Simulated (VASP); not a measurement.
# SnSe2 (P-3m1) in VASP: settings compared, part 2 of 2

VASP 6.6.1. Earlier steps stand in the parts before.

### 3 Single point, PBEsol

This run uses another cell than the first one, of 25.83 Å³/atom.

Input file INCAR:

```
SYSTEM = SnSe2
PREC = Accurate ; ENCUT = 520
EDIFF = 1E-6 ; ISMEAR = -1
SIGMA = 0.02 ; LREAL = .False.
LASPH = .True. ; NELM = 80
ALGO = Normal ; ISIF = 2
LWAVE = .False. ; LCHARG = .True.
GGA = PS ; LELF = .True.
LVHAR = .True. ; NBANDS = 20
```

Input file KPOINTS:

```
Automatic mesh
0
Gamma
  12 12 4
  0 0 0
```

Input file POSCAR:

```
SnSe2
1.0
    3.8184412224      0.0000000000      0.0000000000
   -1.9092206112      3.3068671015      0.0000000000
    0.0000000000      0.0000000000      6.1370898652
Sn Se
1 2
Direct
    0.0000000000      0.0000000000      0.0000000000
    0.3333333333      0.6666666667      0.2585275109
    0.6666666667      0.3333333333      0.7414724891
```

Potentials or basis: VASP PAW PBE potentials, release 64 (Sn_d, Se).

The run is started by

```
cat potpaw_PBE.64/Sn_d/POTCAR potpaw_PBE.64/Se/POTCAR > POTCAR
mpirun -np 1 vasp_std > vasp.out
```

OUTCAR:

```text
SYSTEM = SnSe2
   PREC = Accurate
   ENCUT = 520
   EDIFF = 1E-6
   ISMEAR = -1
   LREAL = .False.
   LASPH = .True.
   NELM = 80
   ISIF = 2
   GGA = PS

 ion  position               nearest neighbor table
   1  0.000  0.000  0.000-   2 2.72   3 2.72   3 2.72   2 2.72   3 2.72   2 2.72
   2  0.333  0.667  0.259-   1 2.72   1 2.72   1 2.72
   3  0.667  0.333  0.741-   1 2.72   1 2.72   1 2.72

  LATTYP: Found a hexagonal cell.
 ALAT       =     3.8184412224
 C/A-ratio  =     1.6072238664

  Lattice vectors:

 A1 = (   3.8184412224,   0.0000000000,   0.0000000000)
 A2 = (  -1.9092206112,   3.3068671015,   0.0000000000)
 A3 = (   0.0000000000,   0.0000000000,   6.1370898652)

Analysis of symmetry for initial positions (statically):
=====================================================================
 Subroutine PRICEL returns:
 Original cell was already a primitive cell.

 Routine SETGRP: Setting up the symmetry group for a
 hexagonal supercell.

 Subroutine GETGRP returns: Found 12 space group operations
 (whereof 12 operations were pure point group operations)
[... 161 lines left out ...]
  free energy    TOTEN  =       -12.98415133 eV

  energy without entropy =      -12.98415132  energy(sigma->0) =      -12.98415133

 E-fermi :   4.3812     XC(G=0):  -9.6689

 val. band max:        4.0932209955   @ k =   0.0833   0.0833   0.0000
 cond. band min:       4.6739542381   @ k =   0.0000   0.4167   0.2500
 fundamental gap:      0.5807332426
 Fermi energy:         4.3811822053

 k-point     1 :       0.0000    0.0000    0.0000
  band No.  band energies     occupation
      1     -17.1065      2.00000
      2     -17.1065      2.00000
      3     -17.0690      2.00000
      4     -17.0565      2.00000
      5     -17.0565      2.00000
      6      -9.8134      2.00000
[... 541 lines left out ...]
     19      11.9020      0.00000
     20      12.8669      0.00000

 [... further k-points ...]

------------------------ aborting loop because EDIFF is reached ----------------------------------------

  FORCE on cell =-STRESS in cart. coord.  units (eV):
  Direction    XX          YY          ZZ          XY          YZ          ZX
  --------------------------------------------------------------------------------------
  -------------------------------------------------------------------------------------
  Total        0.0514239      0.0514239      0.0738208      0.0000000      0.0000000     -0.0000000
  in kB        1.0631893      1.0631893      1.5262445      0.0000000      0.0000000     -0.0000000
  external PRESSURE =       1.2175410 kB  Pullay stress =       0.0000000 kB

 VOLUME and BASIS-vectors are now :
 -----------------------------------------------------------------------------
  energy-cutoff  :      520.00
  volume of cell :       77.49
      direct lattice vectors                 reciprocal lattice vectors
     3.818441222  0.000000000  0.000000000     0.261886970  0.151200512  0.000000000
    -1.909220611  3.306867101  0.000000000     0.000000000  0.302401025  0.000000000
     0.000000000  0.000000000  6.137089865     0.000000000  0.000000000  0.162943679

 POSITION                                       TOTAL-FORCE (eV/Angst)
 -----------------------------------------------------------------------------------
      0.00000      0.00000      0.00000        -0.000000      0.000000      0.000000
     -0.00000      2.20458      1.58661         0.000000     -0.000000      0.020019
      1.90922      1.10229      4.55048         0.000000      0.000000     -0.020019
 -----------------------------------------------------------------------------------
    total drift:                               -0.000000     -0.000000     -0.000000

  FREE ENERGIE OF THE ION-ELECTRON SYSTEM (eV)
  ---------------------------------------------------
  free  energy   TOTEN  =       -12.9841513334 eV

  energy  without entropy=      -12.9841513250  energy(sigma->0) =      -12.98415133
```

OSZICAR:

```text
N       E                     dE             d eps       ncg     rms          rms(c)
DAV:   1     0.203797189176E+03    0.20380E+03   -0.12132E+04  2852   0.148E+03
DAV:   2     0.100369776571E+02   -0.19376E+03   -0.18655E+03  2972   0.387E+02
DAV:   3    -0.124587082946E+02   -0.22496E+02   -0.21983E+02  3344   0.113E+02
DAV:   4    -0.132279766775E+02   -0.76927E+00   -0.76787E+00  3228   0.221E+01
DAV:   5    -0.132470409484E+02   -0.19064E-01   -0.19063E-01  3864   0.362E+00    0.493E+00
DAV:   6    -0.130114241417E+02    0.23562E+00   -0.46088E-01  4040   0.748E+00    0.312E+00
DAV:   7    -0.129860218906E+02    0.25402E-01   -0.13513E-01  3364   0.251E+00    0.904E-01
DAV:   8    -0.129841062065E+02    0.19157E-02   -0.10598E-02  3592   0.965E-01    0.255E-01
DAV:   9    -0.129841394066E+02   -0.33200E-04   -0.11233E-03  3160   0.246E-01    0.741E-02
DAV:  10    -0.129841397262E+02   -0.31964E-06   -0.91818E-05  3444   0.609E-02    0.279E-02
DAV:  11    -0.129841512022E+02   -0.11476E-04   -0.19884E-05  3096   0.250E-02    0.563E-03
DAV:  12    -0.129841513334E+02   -0.13119E-06   -0.10347E-06  2348   0.775E-03
   1 F= -.12984151E+02 E0= -.12984151E+02  d E =-.844585E-08
```

It took 2.3 min on 1 thread of Intel Xeon 8259CL, shared host; peak memory 0.25 GiB.

Results:

```yaml
Free_energy: -12.9842 eV
Pressure: 0.1 GPa
Largest_force: 0.020 eV/Å
Band_gap_on_the_k_mesh: 0.58 eV (least direct gap 0.96 eV)
```

Forces in eV/Å, atoms in the order of the input:
```
Sn   0.000  0.000  0.000
Se   0.000  0.000  0.020
Se   0.000  0.000 -0.020
```

Levels at points of the mesh, in eV from the valence-band top:
| k point | band 10 | band 11 | band 12 | band 13 | band 14 | band 15 | band 16 | band 17 |
| --- | --- | --- | --- | --- | --- | --- | --- | --- |
| (0.00, 0.00, 0.00) | -0.62 | -0.38 | -0.38 | -0.14 | 0.82 | 2.92 | 4.55 | 4.55 |
| (0.50, 0.00, 0.00) | -3.10 | -2.57 | -1.49 | -0.31 | 1.09 | 3.55 | 5.09 | 5.09 |
| (0.00, 0.00, 0.50) | -0.74 | -0.74 | -0.18 | -0.18 | 2.42 | 2.81 | 4.24 | 4.24 |
| (0.50, 0.00, 0.50) | -2.35 | -2.07 | -0.97 | -0.80 | 0.61 | 3.93 | 4.54 | 5.64 |

Caveat: the PAW data sets were made with another functional, which shifts forces and pressure a little; spin-orbit coupling is left out, which moves the levels of the heavy elements; this functional lacks dispersion, which binds the layers, so the pressure and a relaxed spacing across them are unreliable. A k mesh can miss the band edges.

### 4 Single point, PBE

This run uses another cell than the first one, of 30.32 Å³/atom.

Input file INCAR:

```
  PREC = Accurate
  ENCUT = 520
  EDIFF = 1E-7
  ISMEAR = -1
  SIGMA = 0.02
  LREAL = False
  LASPH = True
  NELM = 100
  ALGO = Normal
  ISIF = 2
  LWAVE = False
  LCHARG = False
  GGA = PE
  NBANDS = 20
```

Input file KPOINTS:

```
regular mesh
0
Gamma
  12 12 4
```

Input file POSCAR:

```
SnSe2
1.0
    3.8715416745      0.0000000000      0.0000000000
   -1.9357708373      3.3528534420      0.0000000000
    0.0000000000      0.0000000000      7.0064148945
Sn Se
1 2
Direct
    0.0000000000      0.0000000000      0.0000000000
    0.3333333333      0.6666666667      0.2275909025
    0.6666666667      0.3333333333      0.7724090975
```

Potentials or basis: VASP PAW PBE potentials, release 64 (Sn_d, Se).

The run is started by

```
cat potpaw_PBE.64/Sn_d/POTCAR potpaw_PBE.64/Se/POTCAR > POTCAR
mpirun -np 1 vasp_std > vasp.out
```

OUTCAR:

```text
PREC = Accurate
   ENCUT = 520
   EDIFF = 1E-7
   ISMEAR = -1
   LREAL = False
   LASPH = True
   NELM = 100
   ISIF = 2
   GGA = PE

 ion  position               nearest neighbor table
   1  0.000  0.000  0.000-   2 2.75   3 2.75   3 2.75   2 2.75   3 2.75   2 2.75
   2  0.333  0.667  0.228-   1 2.75   1 2.75   1 2.75
   3  0.667  0.333  0.772-   1 2.75   1 2.75   1 2.75

  LATTYP: Found a hexagonal cell.
 ALAT       =     3.8715416745
 C/A-ratio  =     1.8097221943

  Lattice vectors:

 A1 = (   3.8715416745,   0.0000000000,   0.0000000000)
 A2 = (  -1.9357708373,   3.3528534420,   0.0000000000)
 A3 = (   0.0000000000,   0.0000000000,   7.0064148945)

Analysis of symmetry for initial positions (statically):
=====================================================================
 Subroutine PRICEL returns:
 Original cell was already a primitive cell.

 Routine SETGRP: Setting up the symmetry group for a
 hexagonal supercell.

 Subroutine GETGRP returns: Found 12 space group operations
 (whereof 12 operations were pure point group operations)
 out of a pool of 24 trial point group operations.
[... 161 lines left out ...]
  free energy    TOTEN  =       -11.87452145 eV

  energy without entropy =      -11.87452145  energy(sigma->0) =      -11.87452145

 E-fermi :   2.8878     XC(G=0):  -8.5771

 val. band max:        2.5196158769   @ k =   0.1667   0.0000   0.0000
 cond. band min:       3.2189371344   @ k =   0.5000  -0.0000   0.5000
 fundamental gap:      0.6993212575
 Fermi energy:         2.8877745292

 k-point     1 :       0.0000    0.0000    0.0000
  band No.  band energies     occupation
      1     -18.5953      2.00000
      2     -18.5953      2.00000
      3     -18.5629      2.00000
      4     -18.5537      2.00000
      5     -18.5537      2.00000
      6     -10.8317      2.00000
[... 541 lines left out ...]
     19      10.6054      0.00000
     20      11.0073      0.00000

 [... further k-points ...]

------------------------ aborting loop because EDIFF is reached ----------------------------------------

  FORCE on cell =-STRESS in cart. coord.  units (eV):
  Direction    XX          YY          ZZ          XY          YZ          ZX
  --------------------------------------------------------------------------------------
  -------------------------------------------------------------------------------------
  Total        0.0287907      0.0287907      0.0373997     -0.0000000      0.0000000      0.0000000
  in kB        0.5071866      0.5071866      0.6588470     -0.0000000      0.0000000      0.0000000
  external PRESSURE =       0.5577400 kB  Pullay stress =       0.0000000 kB

 VOLUME and BASIS-vectors are now :
 -----------------------------------------------------------------------------
  energy-cutoff  :      520.00
  volume of cell :       90.95
      direct lattice vectors                 reciprocal lattice vectors
     3.871541674  0.000000000  0.000000000     0.258295037  0.149126709  0.000000000
    -1.935770837  3.352853442  0.000000000     0.000000000  0.298253418  0.000000000
     0.000000000  0.000000000  7.006414894     0.000000000  0.000000000  0.142726347

 POSITION                                       TOTAL-FORCE (eV/Angst)
 -----------------------------------------------------------------------------------
      0.00000      0.00000      0.00000         0.000000      0.000000      0.000000
     -0.00000      2.23524      1.59460         0.000000     -0.000000      0.013799
      1.93577      1.11762      5.41182        -0.000000      0.000000     -0.013799
 -----------------------------------------------------------------------------------
    total drift:                                0.000000     -0.000000      0.000000

  FREE ENERGIE OF THE ION-ELECTRON SYSTEM (eV)
  ---------------------------------------------------
  free  energy   TOTEN  =       -11.8745214515 eV

  energy  without entropy=      -11.8745214510  energy(sigma->0) =      -11.87452145
```

OSZICAR:

```text
N       E                     dE             d eps       ncg     rms          rms(c)
DAV:   1     0.200113943852E+03    0.20011E+03   -0.11971E+04  2800   0.140E+03
DAV:   2     0.115805954704E+02   -0.18853E+03   -0.18175E+03  2972   0.362E+02
DAV:   3    -0.113001493368E+02   -0.22881E+02   -0.22423E+02  3384   0.113E+02
DAV:   4    -0.121253945817E+02   -0.82525E+00   -0.82377E+00  3312   0.230E+01
DAV:   5    -0.121464102510E+02   -0.21016E-01   -0.21014E-01  3748   0.380E+00    0.467E+00
DAV:   6    -0.118895212405E+02    0.25689E+00   -0.55294E-01  4192   0.735E+00    0.300E+00
DAV:   7    -0.118740793002E+02    0.15442E-01   -0.14923E-01  3152   0.236E+00    0.979E-01
DAV:   8    -0.118739195823E+02    0.15972E-03   -0.12458E-02  3496   0.101E+00    0.261E-01
DAV:   9    -0.118744632494E+02   -0.54367E-03   -0.14949E-03  3052   0.307E-01    0.825E-02
DAV:  10    -0.118744864475E+02   -0.23198E-04   -0.12504E-04  3524   0.772E-02    0.318E-02
DAV:  11    -0.118745205161E+02   -0.34069E-04   -0.49516E-05  2932   0.402E-02    0.104E-02
DAV:  12    -0.118745203069E+02    0.20922E-06   -0.34587E-06  3664   0.120E-02    0.737E-03
DAV:  13    -0.118745212404E+02   -0.93357E-06   -0.25320E-06  2924   0.822E-03    0.272E-03
DAV:  14    -0.118745214046E+02   -0.16419E-06   -0.46688E-08  2596   0.149E-03    0.103E-03
DAV:  15    -0.118745214515E+02   -0.46926E-07   -0.47786E-08  2372   0.148E-03
   1 F= -.11874521E+02 E0= -.11874521E+02  d E =-.531400E-09
```

stdout:

```text
POSCAR found type information on POSCAR SnSe
 POSCAR found :  2 types and       3 ions
 scaLAPACK will be used
 LDA part: xc-table for (Slater+PW92), standard interpolation
 POSCAR, INCAR and KPOINTS ok, starting setup
 FFT: planning ... GRIDC
 FFT: planning ... GRID_SOFT
 FFT: planning ... GRID
 WAVECAR not read
 entering main loop
```

Run time: 3.9 min. Hardware: 1 thread of Intel Xeon 8259CL, shared host; peak memory 0.29 GiB.

What came out:

- Free energy: -11.8745 eV
- Pressure: 0.1 GPa
- Largest force: 0.014 eV/Å
- Band gap on the k mesh: 0.70 eV (least direct gap 1.08 eV)

Forces in eV/Å, atoms in the order of the input:
```
Sn   0.000  0.000  0.000
Se   0.000  0.000  0.014
Se   0.000  0.000 -0.014
```

Caveat: spin-orbit coupling is left out, which moves the levels of the heavy elements; this functional lacks dispersion, which binds the layers, so the pressure and a relaxed spacing across them are unreliable. A k mesh can miss the band edges.

### 5 Single point, r2SCAN

This run uses another cell than the first one, of 27.78 Å³/atom.

Input file POSCAR:

```
SnSe2
1.0
    3.8404613551      0.0000000000      0.0000000000
   -1.9202306776      3.3259370958      0.0000000000
    0.0000000000      0.0000000000      6.5244591606
Sn Se
1 2
Direct
    0.0000000000      0.0000000000      0.0000000000
    0.3333333333      0.6666666667      0.2412315272
    0.6666666667      0.3333333333      0.7587684728
```

Input file INCAR.step1:

```
PREC = Accurate
ENCUT = 520
ISMEAR = -1
SIGMA = 0.02
LREAL = False
LASPH = True
NELM = 80
NBANDS = 20
GGA = PE
ALGO = Normal
EDIFF = 1E-4
LWAVE = True
LCHARG = False
```

Input file INCAR.step2:

```
PREC = Accurate
ENCUT = 520
EDIFF = 1E-6
ISMEAR = -1
SIGMA = 0.02
LREAL = False
LASPH = True
NELM = 80
ALGO = Normal
ISIF = 2
LWAVE = False
LCHARG = False
METAGGA = R2SCAN
LMIXTAU = True
NBANDS = 20
ISTART = 1
```

Input file KPOINTS:

```
Automatic mesh
0
Gamma
  12 12 4
```

The run is started by

```
cat potpaw_PBE.64/Sn_d/POTCAR potpaw_PBE.64/Se/POTCAR > POTCAR
cp INCAR.step1 INCAR
mpirun -np 1 vasp_std > vasp.out
cp INCAR.step2 INCAR
mpirun -np 1 vasp_std > vasp.out
```

Run time: 13 min. Hardware: 1 thread of Intel Xeon 8259CL, shared host; peak memory 0.29 GiB.

The run converged. Its results:

| Property | Result |
| --- | --- |
| Free energy | -54.6392 eV |
| Pressure | 0.1 GPa |
| Largest force | 0.013 eV/Å |
| Band gap on the k mesh | 1.04 eV (least direct gap 1.47 eV) |

Forces in eV/Å, atoms in the order of the input:
```
Sn   0.000  0.000  0.000
Se   0.000  0.000  0.013
Se   0.000  0.000 -0.013
```

Levels at points of the mesh, in eV from the valence-band top:
| k point | band 9 | band 10 | band 11 | band 12 | band 13 | band 14 | band 15 | band 16 | band 17 | band 18 |
| --- | --- | --- | --- | --- | --- | --- | --- | --- | --- | --- |
| (0.00, 0.00, 0.00) | -0.52 | -0.52 | -0.26 | -0.18 | -0.18 | 1.52 | 3.62 | 5.08 | 5.08 | 8.38 |
| (0.50, 0.00, 0.00) | -4.34 | -2.64 | -2.40 | -0.94 | -0.25 | 1.34 | 4.38 | 6.00 | 6.08 | 7.22 |
| (0.00, 0.00, 0.50) | -1.79 | -0.58 | -0.58 | -0.09 | -0.09 | 2.66 | 3.57 | 4.92 | 4.92 | 8.93 |
| (0.50, 0.00, 0.50) | -4.62 | -2.30 | -2.00 | -0.68 | -0.48 | 1.04 | 4.75 | 5.32 | 6.33 | 6.57 |

Caveat: the PAW data sets were made with another functional, which shifts forces and pressure a little; spin-orbit coupling is left out, which moves the levels of the heavy elements.

### 6 Single point, r2SCAN

This run uses another cell than the first one, of 27.78 Å³/atom.

Input file POSCAR:

```
SnSe2
1.0
    3.8404613600      0.0000000000      0.0000000000
   -1.9202306800      3.3259371000      0.0000000000
    0.0000000000      0.0000000000      6.5244591600
Sn Se
1 2
Direct
    0.0000000000      0.0000000000      0.0000000000
    0.3333333300      0.6666666700      0.2412315300
    0.6666666700      0.3333333300      0.7587684700
```

Input file INCAR.step1:

```
PREC     = Accurate       # precision mode
ENCUT    = 520            # plane-wave cutoff, eV
ISMEAR   = -1             # smearing method
SIGMA    = 0.02           # smearing width, eV
LREAL    = False          # projectors in reciprocal space
LASPH    = True           # aspherical terms in the spheres
NELM     = 80             # most SCF steps
NBANDS   = 20             # bands
GGA      = PE             # functional
ALGO     = Normal         # electronic algorithm
EDIFF    = 1E-4           # SCF threshold, eV
LWAVE    = True           # write WAVECAR
LCHARG   = False          # write CHGCAR
```

Input file INCAR.step2:

```
PREC     = Accurate       # precision mode
ENCUT    = 520            # plane-wave cutoff, eV
EDIFF    = 1E-7           # SCF threshold, eV
ISMEAR   = -1             # smearing method
SIGMA    = 0.02           # smearing width, eV
LREAL    = False          # projectors in reciprocal space
LASPH    = True           # aspherical terms in the spheres
NELM     = 80             # most SCF steps
ALGO     = Normal         # electronic algorithm
ISIF     = 2              # what is computed and relaxed
LWAVE    = False          # write WAVECAR
LCHARG   = False          # write CHGCAR
METAGGA  = R2SCAN         # meta-GGA
LMIXTAU  = True         
NBANDS   = 20             # bands
ISTART   = 1
```

KPOINTS is that of step 5.

Potentials or basis: VASP PAW PBE potentials, release 64 (Sn_d, Se).

The run is started by

```
cat potpaw_PBE.64/Sn_d/POTCAR potpaw_PBE.64/Se/POTCAR > POTCAR
cp INCAR.step1 INCAR
mpirun -np 1 vasp_std > vasp.out
cp INCAR.step2 INCAR
mpirun -np 1 vasp_std > vasp.out
```

Run time: 16 min. Hardware: 1 thread of Intel Xeon 8259CL, shared host; peak memory 0.29 GiB.

It converged, with:

```yaml
Free_energy: -54.6392 eV
Pressure: 0.1 GPa
Largest_force: 0.013 eV/Å
Band_gap_on_the_k_mesh: 1.04 eV (least direct gap 1.47 eV)
```

Forces on the atoms (eV/Å):
```
Sn   0.000  0.000  0.000
Se   0.000  0.000  0.013
Se   0.000  0.000 -0.013
```

Levels at points of the mesh, in eV from the valence-band top:
```
           k point  band 11  band 12  band 13  band 14  band 15  band 16
(0.00, 0.00, 0.00)    -0.26    -0.18    -0.18     1.52     3.62     5.08
(0.50, 0.00, 0.00)    -2.40    -0.94    -0.25     1.34     4.38     6.00
(0.00, 0.00, 0.50)    -0.58    -0.09    -0.09     2.66     3.57     4.92
(0.50, 0.00, 0.50)    -2.00    -0.68    -0.48     1.04     4.75     5.32
```

Caveat: the PAW data sets were made with another functional, which shifts forces and pressure a little; spin-orbit coupling is left out, which moves the levels of the heavy elements. A k mesh can miss the band edges.

### 7 The runs side by side

```tsv
level	potentials or basis	cell	gap on the mesh (eV)	pressure (GPa)	largest force (eV/Å)
LDA	VASP PAW LDA potentials, release 64 (Sn_d, Se)	a = 3.800, b = 3.800, c = 5.880 Å, angles 90.0, 90.0, 120.0°, 3 atoms, atomic positions A	0.32	0.2	0.03
PBEsol	VASP PAW PBE potentials, release 64 (Sn_d, Se)	a = 3.818, b = 3.818, c = 6.137 Å, angles 90.0, 90.0, 120.0°, 3 atoms, atomic positions B	0.58	0.1	0.02
PBE	VASP PAW PBE potentials, release 64 (Sn_d, Se)	a = 3.872, b = 3.872, c = 7.006 Å, angles 90.0, 90.0, 120.0°, 3 atoms, atomic positions C	0.70	0.1	0.01
r2SCAN	VASP PAW PBE potentials, release 64 (Sn_d, Se)	a = 3.840, b = 3.840, c = 6.524 Å, angles 90.0, 90.0, 120.0°, 3 atoms, atomic positions D	1.04	0.1	0.01
```

Alike in all rows: task single point; no spin polarisation; k mesh 12 × 12 × 4; cutoff (eV) 520; smearing fermi-dirac 0.02 eV.

Caveats: spin-orbit coupling is left out, which moves the levels of the heavy elements; the PAW data sets were made with another functional, which shifts forces and pressure a little (at least some runs); this functional lacks dispersion, which binds the layers, so the pressure and a relaxed spacing across them are unreliable (at least some runs).

Total energies depend on the potentials used, so only differences within one code and one set of settings carry meaning.
